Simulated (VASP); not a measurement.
Crystal: KF (rocksalt type).

```
K F
1.0
     0.00000    2.24165    2.24165
     2.24165    0.00000    2.24165
     2.24165    2.24165    0.00000
K F
1 1
Cartesian
  0.0000 0.0000 0.0000
  2.2416 2.2416 2.2416
```

```yaml
Program: VASP 6.6.1
Task: relaxation of cell and atoms
Functional: PBE
Potentials_or_basis: VASP PAW PBE potentials, release 64 (K_sv, F)
Cutoff: 600 eV
k_mesh: 16 × 16 × 16
Occupations: fermi-dirac, width 0.08 eV
Spin: no spin polarisation
```

At the start: pressure 68.3 GPa; volume 11.26 Å³/atom.

Question: How do energy, volume and symmetry change on relaxing?

Answer: Over 4 steps the energy falls by 1023.7 meV/atom and the volume is 18.66 Å³/atom (+65.6 %); space group Fm-3m (No. 225, to 0.1 Å) before and after.

The path:
```
step  energy change (eV)  largest force (eV/Å)  pressure (GPa)  volume (Å³)
   1              0.0000                0.0000           68.28        22.53
   2             -1.9509                0.0000           -6.16        42.08
   3             -2.0394                0.0000            2.05        36.03
   4             -2.0474                0.0000           -0.01        37.31
```

Final structure:
```
K F
1.0
     0.00000    2.65224    2.65224
     2.65224    0.00000    2.65224
     2.65224    2.65224    0.00000
K F
1 1
Cartesian
  2.6522 2.6522 0.0000
  2.6522 2.6522 2.6522
```

Caveat: the volume moved by over 15 % at a fixed basis, so the end points are rough.
